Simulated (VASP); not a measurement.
# BaTiO3 (Cm) in VASP: single point with LDA+U

Aim: the single point of BaTiO3 with LDA+U.

Program: VASP 6.6.1. These are calculated values, not measurements. Logs are shortened: lines on timing, memory, paths and dates and some standing lists are left out, and cuts for length are marked.

## 1. The cell of the first run

The typed cell holds 10 atoms: a = 3.944 Å, b = 3.944 Å, c = 7.889 Å, α = 90.05°, β = 90.05°, γ = 89.95°.

## 2. Single point, LDA+U

The input, INCAR:

```
PREC = Accurate
ENCUT = 600
EDIFF = 1E-6
ISMEAR = -1
SIGMA = 0.05
LREAL = False
LASPH = True
NELM = 200
ALGO = Normal
ISIF = 2
LWAVE = False
LCHARG = True
LMAXMIX = 4
LDAU = True
LDAUTYPE = 2
LDAUL = -1 2 -1
LDAUU = 0 1 0
LDAUJ = 0 0 0
LDAUPRINT = 1
GGA = CA
LVHAR = True
NBANDS = 51
GGA_COMPAT = False
KPAR = 4
```

The input, KPOINTS:

```
regular mesh
0
Gamma
  7 7 4
```

The input, POSCAR:

```
BaTiO3
1.0
   -3.9436120219      0.0016347138     -0.0016302764
   -0.0016376945      0.0016914063     -3.9443218477
    0.0032694277     -7.8888258007      0.0033674898
Ba Ti O
2 2 6
Direct
    0.0039029743     -0.0016025807      0.4979956517
    1.0039076863      0.9984035671      0.9979907487
    0.5110686825      0.5056941532      0.2443526912
    0.5110775386      0.5056644908      0.7443550930
    0.4961622433      0.9869422176      0.2519541583
    0.4961586051     -0.0130508219      0.7519556262
    0.4961658775      0.4905011260      0.5037370698
    0.4961635921      0.4905035891      1.0037284603
   -0.0072954666      0.4904675436      0.2519644707
    0.9926882670      0.4904767151      0.7519660299
```

Potentials or basis: VASP PAW LDA potentials, release 64 (Ba_sv, Ti_sv, O).

Started as:

```
> cat potpaw_LDA.64/Ba_sv/POTCAR potpaw_LDA.64/Ti_sv/POTCAR potpaw_LDA.64/O/POTCAR > POTCAR
> mpirun -np 4 vasp_std > vasp.out
```

OUTCAR:

```text
PREC = Accurate
   ENCUT = 600
   EDIFF = 1E-6
   ISMEAR = -1
   LREAL = False
   LASPH = True
   NELM = 200
   ISIF = 2
   GGA = CA

 ion  position               nearest neighbor table
   1  0.004  0.998  0.498-   9 2.75   5 2.75   7 2.75   5 2.79   7 2.79   9 2.79  10 2.79   7 2.79
                             6 2.79   7 2.83   6 2.83  10 2.83   4 3.37   4 3.40   4 3.40   3 3.40
   2  0.004  0.998  0.998-  10 2.75   6 2.75   8 2.75   6 2.79   8 2.79  10 2.79   9 2.79   8 2.79
                             5 2.79   8 2.83   5 2.83   9 2.83   3 3.37   3 3.40   4 3.40   3 3.40
   3  0.511  0.506  0.244-   5 1.90   8 1.90   9 1.90   9 2.05   5 2.05   7 2.05   2 3.37   2 3.40
                             1 3.40   2 3.40   1 3.43   2 3.43   1 3.43   1 3.47
   4  0.511  0.506  0.744-   7 1.90   6 1.90  10 1.90  10 2.05   6 2.05   8 2.05   1 3.37   1 3.40
                             1 3.40   2 3.40   1 3.43   2 3.43   2 3.43   2 3.47
   5  0.496  0.987  0.252-   3 1.90   3 2.05   1 2.75   1 2.79   2 2.79   2 2.83
   6  0.496  0.987  0.752-   4 1.90   4 2.05   2 2.75   2 2.79   1 2.79   1 2.83
   7  0.496  0.491  0.504-   4 1.90   3 2.05   1 2.75   1 2.79   1 2.79   1 2.83
   8  0.496  0.491  0.004-   3 1.90   4 2.05   2 2.75   2 2.79   2 2.79   2 2.83
   9  0.993  0.490  0.252-   3 1.90   3 2.05   1 2.75   1 2.79   2 2.79   2 2.83
  10  0.993  0.490  0.752-   4 1.90   4 2.05   2 2.75   2 2.79   1 2.79   1 2.83

  LATTYP: Found a triclinic cell.
 ALAT       =     3.9443225503
 B/A-ratio  =     1.4135002086
 C/A-ratio  =     2.0000461667
 COS(alpha) =     0.0000190123
 COS(beta)  =     0.0008558606
 COS(gamma) =     0.7068774138

  Lattice vectors:

 A1 = (   0.0016376945,  -0.0016914063,   3.9443218477)
 A2 = (  -3.9419743274,  -0.0000566925,   3.9426915713)
 A3 = (   0.0032694277,  -7.8888258007,   0.0033674898)

Analysis of symmetry for initial positions (statically):
=====================================================================
 Subroutine PRICEL returns:
 Original cell was already a primitive cell.

 Routine SETGRP: Setting up the symmetry group for a
 triclinic supercell.

 Subroutine GETGRP returns: Found  1 space group operations
 (whereof  1 operations were pure point group operations)
 out of a pool of  2 trial point group operations.

The static configuration has the point symmetry C_1 .

Analysis of symmetry for dynamics (positions and initial velocities):
=====================================================================
 Subroutine PRICEL returns:
 Original cell was already a primitive cell.

 Routine SETGRP: Setting up the symmetry group for a
 triclinic supercell.

 Subroutine GETGRP returns: Found  1 space group operations
 (whereof  1 operations were pure point group operations)
 out of a pool of  2 trial point group operations.

The dynamic configuration has the point symmetry C_1 .

 Subroutine INISYM returns: Found  1 space group operations
 (whereof  1 operations are pure point group operations),
 and found     1 'primitive' translations

----------------------------------------------------------------------------------------

                                     Primitive cell

  volume of cell :     122.7096

  direct lattice vectors                    reciprocal lattice vectors
    -3.943612022  0.001634714 -0.001630276    -0.253574727 -0.000105046  0.000105240
    -0.001637695  0.001691406 -3.944321848     0.000104763 -0.000108180 -0.253529097
     0.003269428 -7.888825801  0.003367490    -0.000052523 -0.126761622 -0.000054336

  length of vectors
     3.943612698  3.944322550  7.888827197     0.253574771  0.253529141  0.126761645

  position of ions in fractional coordinates (direct lattice)
     0.003902974  0.998397419  0.497995652
     0.003907686  0.998403567  0.997990749
     0.511068683  0.505694153  0.244352691
     0.511077539  0.505664491  0.744355093
     0.496162243  0.986942218  0.251954158
     0.496158605  0.986949178  0.751955626
     0.496165877  0.490501126  0.503737070
     0.496163592  0.490503589  0.003728460
     0.992704533  0.490467544  0.251964471
     0.992688267  0.490476715  0.751966030

  ion indices of the primitive-cell ions
   primitive index   ion index
                 1           1
                 2           2
                 3           3
                 4           4
                 5           5
                 6           6
                 7           7
                 8           8
                 9           9
                10          10
[... 95 lines left out ...]
  Thomas-Fermi vector in A             =   2.540543
   LORBIT       =      0    0 simple, 1 ext, 2 COOP (PROOUT), +10 PAW based schemes
 LDA+U is selected, type is set to LDAUTYPE =  2
   angular momentum for each species LDAUL =    -1    2   -1
   U (eV)           for each species LDAUU =   0.0  1.0  0.0
   J (eV)           for each species LDAUJ =   0.0  0.0  0.0
   GGA     = CA    functional components
   LHFCALC =     F    Hartree Fock is set to
   AEXX    =    0.0000 exact exchange contribution
   IVDW    =     0    specifies the selected vdW correction
   LEPSILON=     F    determine dielectric tensor
   LRPA    =     F    only Hartree local field effects (RPA)
 non-spin polarized calculation
  energy-cutoff  :      600.00
  volume of cell :      122.71
 maximum number of plane-waves:      4129
   NGX = 15   NGY = 15   NGZ = 31

atom =   3  type =  2  l = 2

 onsite density matrix

spin component  1

  0.1280 -0.0002 -0.0024  0.0002  0.0000
 -0.0002  0.1281  0.0012  0.0002 -0.0021
 -0.0024  0.0012  0.2576 -0.0012  0.0000
  0.0002  0.0002 -0.0012  0.1281 -0.0021
  0.0000 -0.0021  0.0000 -0.0021  0.2576

spin component  2

  0.1280 -0.0002 -0.0024  0.0002  0.0000
 -0.0002  0.1281  0.0012  0.0002 -0.0021
 -0.0024  0.0012  0.2576 -0.0012  0.0000
  0.0002  0.0002 -0.0012  0.1281 -0.0021
  0.0000 -0.0021  0.0000 -0.0021  0.2576

 occupancies and eigenvectors

  o =  0.1278  v =  0.6170  0.5151  0.0010 -0.5949 -0.0011  0.0000  0.0000  0.0000  0.0000  0.0000      0.0000  0.0000  0.0000  0.0000  0.0000  0.0000  0.0000  0.0000  0.0000  0.0000
  o =  0.1278  v =  0.0000  0.0000  0.0000  0.0000  0.0000  0.6170  0.5151  0.0010 -0.5949 -0.0011      0.0000  0.0000  0.0000  0.0000  0.0000  0.0000  0.0000  0.0000  0.0000  0.0000
  o =  0.1281  v = -0.7071  0.0316 -0.0199 -0.7060 -0.0108  0.0000  0.0000  0.0000  0.0000  0.0000      0.0000  0.0000  0.0000  0.0000  0.0000  0.0000  0.0000  0.0000  0.0000  0.0000
  o =  0.1281  v =  0.0000  0.0000  0.0000  0.0000  0.0000 -0.7071  0.0316 -0.0199 -0.7060 -0.0108      0.0000  0.0000  0.0000  0.0000  0.0000  0.0000  0.0000  0.0000  0.0000  0.0000
  o =  0.1282  v =  0.0000  0.0000  0.0000  0.0000  0.0000 -0.3449  0.8563 -0.0109  0.3838  0.0201      0.0000  0.0000  0.0000  0.0000  0.0000  0.0000  0.0000  0.0000  0.0000  0.0000
  o =  0.1282  v = -0.3449  0.8563 -0.0109  0.3838  0.0201  0.0000  0.0000  0.0000  0.0000  0.0000      0.0000  0.0000  0.0000  0.0000  0.0000  0.0000  0.0000  0.0000  0.0000  0.0000
  o =  0.2577  v = -0.0078  0.0188  0.4235  0.0106 -0.9056  0.0000  0.0000  0.0000  0.0000  0.0000      0.0000  0.0000  0.0000  0.0000  0.0000  0.0000  0.0000  0.0000  0.0000  0.0000
  o =  0.2577  v =  0.0000  0.0000  0.0000  0.0000  0.0000 -0.0078  0.0188  0.4235  0.0106 -0.9056      0.0000  0.0000  0.0000  0.0000  0.0000  0.0000  0.0000  0.0000  0.0000  0.0000
  o =  0.2577  v =  0.0000  0.0000  0.0000  0.0000  0.0000  0.0167 -0.0016 -0.9056  0.0151 -0.4235      0.0000  0.0000  0.0000  0.0000  0.0000  0.0000  0.0000  0.0000  0.0000  0.0000
  o =  0.2577  v =  0.0167 -0.0016 -0.9056  0.0151 -0.4235  0.0000  0.0000  0.0000  0.0000  0.0000      0.0000  0.0000  0.0000  0.0000  0.0000  0.0000  0.0000  0.0000  0.0000  0.0000

atom =   4  type =  2  l = 2

 onsite density matrix

spin component  1

  0.1281 -0.0002 -0.0024  0.0002  0.0000
 -0.0002  0.1281  0.0012  0.0002 -0.0021
 -0.0024  0.0012  0.2576 -0.0012  0.0000
  0.0002  0.0002 -0.0012  0.1281 -0.0021
  0.0000 -0.0021  0.0000 -0.0021  0.2576

spin component  2

  0.1281 -0.0002 -0.0024  0.0002  0.0000
 -0.0002  0.1281  0.0012  0.0002 -0.0021
 -0.0024  0.0012  0.2576 -0.0012  0.0000
  0.0002  0.0002 -0.0012  0.1281 -0.0021
  0.0000 -0.0021  0.0000 -0.0021  0.2576

 occupancies and eigenvectors

  o =  0.1278  v = -0.5986 -0.5226 -0.0006  0.6071  0.0012  0.0000  0.0000  0.0000  0.0000  0.0000      0.0000  0.0000  0.0000  0.0000  0.0000  0.0000  0.0000  0.0000  0.0000  0.0000
  o =  0.1278  v =  0.0000  0.0000  0.0000  0.0000  0.0000 -0.5986 -0.5226 -0.0006  0.6071  0.0012      0.0000  0.0000  0.0000  0.0000  0.0000  0.0000  0.0000  0.0000  0.0000  0.0000
  o =  0.1282  v =  0.6751  0.0784  0.0185  0.7332  0.0130  0.0000  0.0000  0.0000  0.0000  0.0000      0.0000  0.0000  0.0000  0.0000  0.0000  0.0000  0.0000  0.0000  0.0000  0.0000
  o =  0.1282  v =  0.0000  0.0000  0.0000  0.0000  0.0000  0.6751  0.0784  0.0185  0.7332  0.0130      0.0000  0.0000  0.0000  0.0000  0.0000  0.0000  0.0000  0.0000  0.0000  0.0000
  o =  0.1282  v =  0.0000  0.0000  0.0000  0.0000  0.0000 -0.4307  0.8488 -0.0131  0.3059  0.0187      0.0000  0.0000  0.0000  0.0000  0.0000  0.0000  0.0000  0.0000  0.0000  0.0000
  o =  0.1282  v = -0.4307  0.8488 -0.0131  0.3059  0.0187  0.0000  0.0000  0.0000  0.0000  0.0000      0.0000  0.0000  0.0000  0.0000  0.0000  0.0000  0.0000  0.0000  0.0000  0.0000
  o =  0.2577  v = -0.0118  0.0186  0.6365  0.0065 -0.7709  0.0000  0.0000  0.0000  0.0000  0.0000      0.0000  0.0000  0.0000  0.0000  0.0000  0.0000  0.0000  0.0000  0.0000  0.0000
  o =  0.2577  v =  0.0000  0.0000  0.0000  0.0000  0.0000 -0.0118  0.0186  0.6365  0.0065 -0.7709      0.0000  0.0000  0.0000  0.0000  0.0000  0.0000  0.0000  0.0000  0.0000  0.0000
  o =  0.2577  v =  0.0000  0.0000  0.0000  0.0000  0.0000  0.0143  0.0031 -0.7709  0.0173 -0.6365      0.0000  0.0000  0.0000  0.0000  0.0000  0.0000  0.0000  0.0000  0.0000  0.0000
  o =  0.2577  v =  0.0143  0.0031 -0.7709  0.0173 -0.6365  0.0000  0.0000  0.0000  0.0000  0.0000      0.0000  0.0000  0.0000  0.0000  0.0000  0.0000  0.0000  0.0000  0.0000  0.0000

 number of electron      80.0000018 magnetization

 Free energy of the ion-electron system (eV)
  ---------------------------------------------------
  ext. energy  EPLUGINS =         0.00000000
  ---------------------------------------------------
  free energy    TOTEN  =       -86.88502238 eV

  energy without entropy =      -86.88502238  energy(sigma->0) =      -86.88502238

 E-fermi :   4.9805     XC(G=0): -11.9605

 val. band max:        3.8470356114   @ k =   0.4286   0.4286  -0.0000
 cond. band min:       5.9737245706   @ k =   0.0000   0.0000   0.0000
 fundamental gap:      2.1266889593
 Fermi energy:         4.9804852697

 k-point     1 :       0.0000    0.0000    0.0000
  band No.  band energies     occupation
      1     -51.9521      2.00000
      2     -51.9507      2.00000
      3     -28.6636      2.00000
      4     -28.5994      2.00000
      5     -28.5990      2.00000
      6     -28.5964      2.00000
[... 1285 lines left out ...]
     50      11.6261      0.00000
     51      11.6384      0.00000

 [... further k-points ...]

------------------------ aborting loop because EDIFF is reached ----------------------------------------

  FORCE on cell =-STRESS in cart. coord.  units (eV):
  Direction    XX          YY          ZZ          XY          YZ          ZX
  --------------------------------------------------------------------------------------
  -------------------------------------------------------------------------------------
  Total        2.2299776      2.2230907      2.2261933      0.0208062      0.0217608     -0.0207295
  in kB       29.1160476     29.0261280     29.0666377      0.2716598      0.2841238     -0.2706581
  external PRESSURE =      29.0696044 kB  Pullay stress =       0.0000000 kB

 VOLUME and BASIS-vectors are now :
 -----------------------------------------------------------------------------
  energy-cutoff  :      600.00
  volume of cell :      122.71
      direct lattice vectors                 reciprocal lattice vectors
    -3.943612022  0.001634714 -0.001630276    -0.253574727 -0.000105046  0.000105240
    -0.001637695  0.001691406 -3.944321848     0.000104763 -0.000108180 -0.253529097
     0.003269428 -7.888825801  0.003367490    -0.000052523 -0.126761622 -0.000054336

 POSITION                                       TOTAL-FORCE (eV/Angst)
 -----------------------------------------------------------------------------------
     -0.01540     -3.92691     -3.93633         0.016080     -0.017247      0.017152
     -0.01378     -7.87128     -3.93467         0.016243     -0.017349      0.017272
     -2.01549     -1.92597     -1.99463         0.100139     -0.101511      0.102350
     -2.01389     -5.87040     -1.99283         0.100347     -0.101499      0.101663
     -1.95746     -1.98514     -3.89278        -0.006697      0.006809     -0.105185
     -1.95581     -5.92957     -3.89112        -0.006540      0.006850     -0.105110
     -1.95584     -3.97225     -1.93381        -0.006915      0.105739     -0.007072
     -1.95747     -0.02777     -1.93550        -0.007017      0.104152     -0.007049
     -3.91482     -1.98525     -1.93533        -0.102490      0.007019     -0.007106
     -3.91312     -5.92968     -1.93368        -0.103149      0.007037     -0.006915
 -----------------------------------------------------------------------------------
    total drift:                                0.001439     -0.001394     -0.001321

  FREE ENERGIE OF THE ION-ELECTRON SYSTEM (eV)
  ---------------------------------------------------
  free  energy   TOTEN  =       -86.8850223774 eV

  energy  without entropy=      -86.8850223773  energy(sigma->0) =      -86.88502238
```

Wall time 6.8 min (4 MPI ranks of Intel Xeon Platinum 8259CL at 2.50GHz (Skylake/Cascade Lake), shared host); peak memory 0.65 GiB.

Results:

```
Free energy            : -86.8850 eV
Pressure               : 2.9 GPa
Largest force          : 0.176 eV/Å
Band gap on the k mesh : 2.13 eV
```

Forces in eV/Å, atoms in the order of the input:
```
Ba   0.016 -0.017  0.017
Ba   0.016 -0.017  0.017
Ti   0.100 -0.102  0.102
Ti   0.100 -0.101  0.102
O   -0.007  0.007 -0.105
O   -0.007  0.007 -0.105
O   -0.007  0.106 -0.007
O   -0.007  0.104 -0.007
O   -0.102  0.007 -0.007
O   -0.103  0.007 -0.007
```

Eigenvalues of the final occupation matrices:
```
    site  spin  trace               eigenvalues
site 3 d     1   0.90  0.13 0.13 0.13 0.26 0.26
site 3 d     2   0.90  0.13 0.13 0.13 0.26 0.26
site 4 d     1   0.90  0.13 0.13 0.13 0.26 0.26
site 4 d     2   0.90  0.13 0.13 0.13 0.26 0.26
```

Caveat: spin-orbit coupling is left out, which moves the levels of the heavy elements.
